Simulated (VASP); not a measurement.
# Si8O16F (a cell with a defect) in VASP: notebook

Si8O16F (a cell with a defect) is run at these levels: PBE+D3(BJ); tasks: single point.

Everything below comes from runs of VASP 6.6.1. Logs are shortened: lines on timing, memory, paths and dates and some standing lists are left out, and cuts for length are marked.

## Step 1: The cell of the first run

The cell holds a defect, 25 atoms: a = 5.869 Å, b = 5.869 Å, c = 5.315 Å, α = 90.00°, β = 90.00°, γ = 90.00°.

## Step 2: Single point, PBE+D3(BJ)

Input file INCAR:

```
SYSTEM = Si8O16F
PREC = Accurate
ENCUT = 520
EDIFF = 1E-6
ISMEAR = 0
SIGMA = 0.02
LREAL = Auto
LASPH = .TRUE.
NELM = 60
ALGO = Normal
ISIF = 2
LWAVE = .FALSE.
LCHARG = .FALSE.
GGA = PE
IVDW = 12
NBANDS = 86
NELECT = 136.0
```

Input file KPOINTS:

```
regular mesh
0
G
  2 2 3
  0 0 0
```

Input file POSCAR:

```
Si8O16F
1.0
   -4.1501000000     -4.1501000000      0.0000000000
    4.1501000000     -4.1501000000      0.0000000000
    0.0000000000      0.0000000000      5.3150000000
Si O F
8 16 1
Direct
    0.4819852534      0.4928666779     -0.0037247413
   -0.0196050698      0.4895503723      0.2592476011
    0.5007574516      0.4953158960      0.4964536218
   -0.0086323221      0.5106968507      0.7534918156
    0.0147227778     -0.0022225970     -0.0041691439
    0.5004555312     -0.0040874919      0.2477053622
    0.0094021831     -0.0030245054      0.4925083725
    0.5086587070     -0.0131212501      0.7479147695
    0.1811759958      0.5016381533     -0.0036795861
    0.0664415315      0.1748960266      0.2327710254
    0.7939067733      0.5049356642     -0.0018242709
    0.0067693550      0.7987712344      0.2444720602
    0.1832894388      0.4974172911      0.5024238946
   -0.0037402713      0.1977693309      0.7423941675
    0.7952677044      0.5781753452      0.5351414864
    0.0171871762      0.8141192983      0.7536743180
    0.7033336546     -0.0021011542      0.0022577611
    0.4912027421      0.6879189658      0.2458146754
    0.3187223199     -0.0132646201     -0.0111738476
    0.4476296957      0.2998491603      0.2371490122
    0.6958223898     -0.0284288330      0.5014365005
    0.4792709814      0.6863924966      0.7538253998
    0.3126855979     -0.0113810511      0.5029802446
    0.5016314065      0.2973045228      0.7424856068
    0.7742007422      0.2909362425      0.3504395108
```

Potentials or basis: VASP PAW PBE potentials, release 64 (Si, O, F).

Command:

```console
> cat potpaw_PBE.64/Si/POTCAR potpaw_PBE.64/O/POTCAR potpaw_PBE.64/F/POTCAR > POTCAR
> mpirun -np 1 vasp_std > vasp.out
```

OUTCAR:

```text
SYSTEM = Si8O16F
   PREC = Accurate
   ENCUT = 520
   EDIFF = 1E-6
   ISMEAR = 0
   LREAL = Auto
   LASPH = .TRUE.
   NELM = 60
   ISIF = 2
   GGA = PE
   IVDW = 12
   NELECT = 136.0
 IVDW          = 12

 ion  position               nearest neighbor table
   1  0.482  0.493  0.996-  22 1.72  20 1.72  18 1.75   9 1.77  24 1.77  11 1.83   3 2.66   3 2.66

   2  0.980  0.490  0.259-  25 1.75  13 1.76  11 1.77  12 1.82   9 1.83  15 1.90  10 1.92   4 2.63
                             4 2.69   3 3.08
   3  0.501  0.495  0.496-  18 1.75  24 1.75  22 1.77  15 1.81  20 1.82  13 1.86  25 2.15   1 2.66
                             1 2.66   2 3.08
   4  0.991  0.511  0.753-  15 1.68   9 1.71  11 1.74  13 1.75  16 1.79  14 1.84   2 2.63   2 2.69
                             5 3.14
   5  0.015  0.998  0.996-  10 1.66  16 1.68  12 1.76  19 1.79  14 1.79  17 1.83   7 2.64   7 2.68
                             4 3.14
   6  0.500  0.996  0.248-  19 1.74  23 1.75  17 1.77  21 1.78  18 1.81  20 1.81  25 2.42   8 2.66
                             8 2.66
   7  0.009  0.997  0.493-  16 1.76  12 1.76  10 1.76  14 1.78  23 1.78  21 1.85  25 2.34   5 2.64
                             5 2.68
   8  0.509  0.987  0.748-  19 1.70  21 1.71  23 1.74  17 1.77  22 1.77  24 1.82   6 2.66   6 2.66

   9  0.181  0.502  0.996-   4 1.71   1 1.77   2 1.83
  10  0.066  0.175  0.233-   5 1.66   7 1.76   2 1.92
  11  0.794  0.505  0.998-   4 1.74   2 1.77   1 1.83
  12  0.007  0.799  0.244-   7 1.76   5 1.76   2 1.82
  13  0.183  0.497  0.502-   4 1.75   2 1.76   3 1.86
  14  0.996  0.198  0.742-   7 1.78   5 1.79   4 1.84
[... 8 lines left out ...]
  23  0.313  0.989  0.503-   8 1.74   6 1.75   7 1.78
  24  0.502  0.297  0.742-   3 1.75   1 1.77   8 1.82
  25  0.774  0.291  0.350-   2 1.75   3 2.15   7 2.34   6 2.42

  LATTYP: Found a simple tetragonal cell.
 ALAT       =     5.8691277052
 C/A-ratio  =     0.9055860201

  Lattice vectors:

 A1 = (  -4.1501000000,  -4.1501000000,   0.0000000000)
 A2 = (   4.1501000000,  -4.1501000000,   0.0000000000)
 A3 = (   0.0000000000,   0.0000000000,   5.3150000000)

Analysis of symmetry for initial positions (statically):
=====================================================================
 Subroutine PRICEL returns:
 Original cell was already a primitive cell.

 Routine SETGRP: Setting up the symmetry group for a
 simple tetragonal supercell.

 Subroutine GETGRP returns: Found  1 space group operations
 (whereof  1 operations were pure point group operations)
 out of a pool of 16 trial point group operations.

The static configuration has the point symmetry C_1 .

Analysis of symmetry for dynamics (positions and initial velocities):
=====================================================================
[... 149 lines left out ...]
   PSTRESS=    0.0 pullay stress
   NELECT =     136.0000    total number of electrons
   NUPDOWN=      -1.0000    fix difference up-down
   EMIN   =  10.00;   EMAX   =-10.00  energy-range for DOS
   EFERMI =   0.00;   METHOD = LEGACY
   ISMEAR =     0;   SIGMA  =   0.02  broadening in eV -4-tet -1-fermi 0-gaus
   EFERMI_NEDOS =   21; number of points for ismear=-14 and -15
   IALGO  =     38    algorithm
   IMIX   =      4    mixing-type and parameters
     AMIX     =   0.40;   BMIX     =  1.00
     AMIX_MAG =   1.60;   BMIX_MAG =  1.00
  volume/ion in A,a.u.               =       7.32        49.42
  Fermi-wavevector in a.u.,A,eV,Ry     =   1.482647  2.801796 29.908887  2.198241
  Thomas-Fermi vector in A             =   2.596407
   LORBIT       =      0    0 simple, 1 ext, 2 COOP (PROOUT), +10 PAW based schemes
   GGA     = PE    functional components
   LHFCALC =     F    Hartree Fock is set to
   AEXX    =    0.0000 exact exchange contribution
   IVDW    =    12    specifies the selected vdW correction
   LEPSILON=     F    determine dielectric tensor
   LRPA    =     F    only Hartree local field effects (RPA)
 non-spin polarized calculation
 Gauss-broadening in eV      SIGMA  =   0.02
  energy-cutoff  :      520.00
  volume of cell :      183.08
 maximum number of plane-waves:      4948
 NGX is ok and might be reduce to    48
   NGX = 21   NGY = 21   NGZ = 19

 number of electron     135.9999991 magnetization

 Free energy of the ion-electron system (eV)
  ---------------------------------------------------
  ext. energy  EPLUGINS =         0.00000000
  ---------------------------------------------------
  free energy    TOTEN  =      -170.35622372 eV

  energy without entropy =     -170.35622372  energy(sigma->0) =     -170.35622372

 E-fermi :   9.6551     XC(G=0): -12.6518

 val. band max:        9.4519142939   @ k =   0.0000   0.0000   0.3333
 cond. band min:      14.6005750302   @ k =   0.0000   0.0000   0.0000
 fundamental gap:      5.1486607363
 Fermi energy:         9.6551322747

 k-point     1 :       0.0000    0.0000    0.0000
  band No.  band energies     occupation
      1     -15.2817      2.00000
      2     -13.5213      2.00000
      3     -12.1534      2.00000
      4     -12.0808      2.00000
      5     -11.3688      2.00000
      6     -11.1586      2.00000
[... 653 lines left out ...]
     79      18.8961      0.00000
     80      19.0972      0.00000
 [bands above 80 left out]

------------------------ aborting loop because EDIFF is reached ----------------------------------------

 Edisp (eV)   -6.11225

 E8    (eV) :    -2.0854

  FORCE on cell =-STRESS in cart. coord.  units (eV):
  Direction    XX          YY          ZZ          XY          YZ          ZX
  --------------------------------------------------------------------------------------
  -------------------------------------------------------------------------------------
  Total      48.43687    43.93974    40.43040    -0.83623    -3.51286     4.00092
  in kB     423.87350   384.51888   353.80849    -7.31786   -30.74122    35.01225
  external pressure =      387.40 kB  Pullay stress =        0.00 kB

 VOLUME and BASIS-vectors are now :
 -----------------------------------------------------------------------------
  energy-cutoff  :      520.00
  volume of cell :      183.08
      direct lattice vectors                 reciprocal lattice vectors
    -4.150100000 -4.150100000  0.000000000    -0.120479025 -0.120479025  0.000000000
     4.150100000 -4.150100000  0.000000000     0.120479025 -0.120479025  0.000000000
     0.000000000  0.000000000  5.315000000     0.000000000  0.000000000  0.188146754

 POSITION                                       TOTAL-FORCE (eV/Angst)
 -----------------------------------------------------------------------------------
      0.04516     -4.04573      5.29520        -0.000085      0.003763     -0.001114
     -2.03705     -6.10042      1.37790        -0.016977     -0.142783     -0.047548
     -0.02258     -4.13380      2.63865         0.009125     -0.007641     -0.011076
     -1.99483     -6.23372      4.00481        -0.006227     -0.017829      0.002231
      4.07978     -4.20198      5.29284        -0.013182      0.006463     -0.049221
      2.05620     -6.21008      1.31655         0.002203     -0.023004      0.001863
[... 17 lines left out ...]
     -0.84798     -3.31566      3.94631        -0.019227      0.014178     -0.002424
     -2.00560     -4.42043      1.86259        -0.003908      0.104833      0.160575
 -----------------------------------------------------------------------------------
    total drift:                                0.001613      0.000896     -0.005890

  FREE ENERGIE OF THE ION-ELECTRON SYSTEM (eV)
  ---------------------------------------------------
  free  energy   TOTEN  =      -176.4684732891 eV

  energy  without entropy=     -176.4684732891  energy(sigma->0) =     -176.46847329
```

Run time: 6.4 min. Hardware: 1 thread of Oxide Virtual Turin-like, shared host; peak memory 0.29 GiB.

Results:

| Property | Result |
| --- | --- |
| Free energy | -176.4685 eV |
| Largest force | 0.192 eV/Å |
| Dispersion energy per atom | -0.244 eV |

Forces on the atoms (eV/Å):
```
Si   0.000  0.004 -0.001
Si  -0.017 -0.143 -0.048
Si   0.009 -0.008 -0.011
Si  -0.006 -0.018  0.002
Si  -0.013  0.006 -0.049
Si   0.002 -0.023  0.002
Si   0.005  0.015  0.002
Si  -0.005  0.022 -0.007
O   -0.012  0.003  0.003
O    0.072 -0.017  0.007
O   -0.034  0.053  0.028
O    0.005  0.016 -0.021
O   -0.012 -0.014 -0.003
O    0.018 -0.012 -0.013
O    0.053 -0.002  0.003
O   -0.012  0.012 -0.013
O   -0.009 -0.025 -0.013
O    0.002 -0.018 -0.015
O    0.018  0.007  0.008
O   -0.023  0.002 -0.007
O   -0.032 -0.004 -0.001
O    0.006  0.008  0.006
O    0.008  0.016 -0.018
O   -0.019  0.014 -0.002
F   -0.004  0.105  0.161
```

Levels at points of the mesh, in eV from the Fermi level:
| k point | band 64 | band 65 | band 66 | band 67 | band 68 | band 69 | band 70 | band 71 | band 72 | band 73 |
| --- | --- | --- | --- | --- | --- | --- | --- | --- | --- | --- |
| (0.00, 0.00, 0.00) | -1.66 | -1.59 | -1.00 | -0.70 | -0.26 | 4.95 | 5.79 | 6.21 | 6.30 | 6.84 |
| (0.50, 0.00, 0.00) | -2.04 | -1.73 | -1.50 | -0.91 | -0.39 | 5.86 | 6.19 | 6.44 | 6.67 | 7.20 |
| (0.00, 0.50, 0.00) | -2.02 | -1.75 | -1.35 | -0.82 | -0.28 | 5.81 | 6.01 | 6.58 | 6.83 | 7.23 |
| (0.50, 0.50, 0.00) | -1.97 | -1.70 | -1.42 | -1.13 | -0.55 | 6.43 | 6.69 | 6.81 | 6.98 | 7.70 |

Caveat: the k points lie up to 0.54 Å⁻¹ apart; the cell carries a net charge on a neutralising background, which shifts energy and pressure; the cell is charged against a uniform background, so pressure and absolute levels hang on convention.

## Step 3: Single point, PBE+D3(BJ)

Input file INCAR:

```
SYSTEM = Si8O16F
PREC     = Accurate       ! precision mode
ENCUT    = 520            ! plane-wave cutoff, eV
EDIFF    = 1E-7           ! SCF threshold, eV
ISMEAR   = 0              ! smearing method
SIGMA    = 0.02           ! smearing width, eV
LREAL    = Auto         
LASPH    = .True.         ! aspherical terms in the spheres
NELM     = 80             ! most SCF steps
ALGO     = Normal         ! electronic algorithm
ISIF     = 2              ! what is computed and relaxed
LWAVE    = .False.        ! write WAVECAR
LCHARG   = .True.         ! write CHGCAR
GGA      = PE             ! functional
IVDW     = 12             ! dispersion correction
LELF     = .True.         ! ELF
LVHAR    = .True.       
NELECT   = 136.0        
NBANDS   = 86             ! bands
```

Input file KPOINTS:

```
Automatic mesh
0
Gamma
  2 2 3
  0 0 0
```

Input file POSCAR:

```
Si8O16F
1.0
   -4.1501000000     -4.1501000000      0.0000000000
    4.1501000000     -4.1501000000      0.0000000000
    0.0000000000      0.0000000000      5.3150000000
Si O F
8 16 1
Direct
    0.5006701043      0.4955634804      0.0040822201
   -0.0195321799      0.4899878316      0.2415804327
    0.4820144093      0.4930365533      0.5043032926
   -0.0087723187      0.5107954025      0.7472477893
    0.0094729043     -0.0028701718      0.0081507056
    0.5004569769     -0.0038489434      0.2529772342
    0.0147313318     -0.0021150093      0.5048445908
    0.5086577432     -0.0129954700      0.7527746002
    0.1831466712      0.4974829522     -0.0017452493
    0.0666171899      0.1747333799      0.2677920978
    0.7950003614      0.5783169080     -0.0346240828
    0.0067598371      0.7987906316      0.2561721543
    0.1811067203      0.5015664683      0.5043539040
   -0.0038700272      0.1979075203      0.7582491063
    0.7938379798      0.5054786632      0.5026398871
    0.0172822342      0.8142384521      0.7470506115
    0.6958887738     -0.0279969157     -0.0006920038
    0.4910604564      0.6881079974      0.2547862653
    0.3127484880     -0.0112931014     -0.0023458137
    0.4476878870      0.3000314450      0.2633251176
    0.7033395581     -0.0021294668      0.4984575729
    0.4789789403      0.6865558661      0.7467892756
    0.3187482229     -0.0130281198      0.5118656632
    0.5016236958      0.2974606636      0.7581038570
    0.7744997711      0.2914116527      0.1509247413
```

Potentials or basis: VASP PAW PBE potentials, release 64 (Si, O, F).

Command:

```console
> cat potpaw_PBE.64/Si/POTCAR potpaw_PBE.64/O/POTCAR potpaw_PBE.64/F/POTCAR > POTCAR
> mpirun -np 1 vasp_std > vasp.out
```

Run time: 6.1 min. Hardware: 1 thread of Oxide Virtual Turin-like, shared host; peak memory 0.29 GiB.

It converged, with:

- Free energy: -176.4675 eV
- Largest force: 0.201 eV/Å
- Dispersion energy per atom: -0.244 eV

Forces on the atoms (eV/Å):
```
Si   0.011 -0.003  0.014
Si  -0.022 -0.126  0.040
Si   0.004  0.005  0.004
Si  -0.007 -0.021 -0.005
Si   0.003  0.017 -0.003
Si   0.000 -0.017 -0.002
Si  -0.017  0.008  0.050
Si  -0.003  0.018  0.005
O   -0.013 -0.015  0.004
O    0.075 -0.023 -0.003
O    0.052 -0.006 -0.002
O    0.006  0.014  0.022
O   -0.009 -0.001 -0.004
O    0.017 -0.014  0.017
O   -0.041  0.058 -0.029
O   -0.009  0.014  0.011
O   -0.032 -0.003  0.001
O    0.000 -0.021  0.017
O    0.012  0.013  0.015
O   -0.020  0.000  0.013
O   -0.005 -0.030  0.010
O    0.004  0.001 -0.004
O    0.016  0.008 -0.007
O   -0.020  0.014  0.006
F   -0.003  0.111 -0.168
```

Levels at points of the mesh, in eV from the Fermi level:
```csv
k point,band 66,band 67,band 68,band 69,band 70,band 71
"(0.00, 0.00, 0.00)",-1.00,-0.70,-0.26,4.95,5.79,6.21
"(0.50, 0.00, 0.00)",-1.51,-0.91,-0.39,5.86,6.20,6.44
"(0.00, 0.50, 0.00)",-1.35,-0.82,-0.28,5.81,6.01,6.58
"(0.50, 0.50, 0.00)",-1.42,-1.13,-0.54,6.43,6.69,6.82
```

Caveat: the k points lie up to 0.54 Å⁻¹ apart; the cell carries a net charge on a neutralising background, which shifts energy and pressure; the cell is charged against a uniform background, so pressure and absolute levels hang on convention.

(Continued in part 2 of 2.)
